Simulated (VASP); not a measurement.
CuO (Tenorite), 4 atoms in the cell. Symmetry: Cc, No. 9, monoclinic system. The conventional cell has a = 4.626 Å, b = 3.380 Å, c = 5.063 Å, α = 90.00°, β = 99.65°, γ = 90.00°. Cu (site symmetry 1) has 4 O at 1.88 to 1.99 Å within 2.5 Å. O (site symmetry 1) has 4 Cu at 1.88 to 1.99 Å within 2.5 Å.  This cell differs from its parent crystal: volume scaled by 0.96.

- Program: VASP 6.6.1
- Task: single point
- Functional: LDA
- Potentials or basis: VASP PAW LDA potentials, release 64 (Cu, O)
- Cutoff: 520 eV
- k mesh: 10 × 10 × 5
- Occupations: fermi-dirac, width 0.05 eV
- Spin: no spin polarisation
- Dipole correction: no
- Further INCAR settings: ALGO = Normal; EDIFF = 1e-06; NBANDS = 25

Potentials or basis: VASP PAW LDA potentials, release 64 (Cu, O).

The run is started by

```sh
$ cat potpaw_LDA.64/Cu/POTCAR potpaw_LDA.64/O/POTCAR > POTCAR
$ mpirun -np 1 vasp_std > vasp.out
```

Hardware: 1 thread of AMD EPYC 9R45 96-Core Processor (Zen 5), on a shared host.

Q: How long does it take, and how much memory?

A: Wall time 71 s on 1 thread of AMD EPYC 9R45 96-Core Processor (Zen 5), with other jobs on the host, peak memory 0.19 GiB. Counts: scf iterations 15, k points 141.
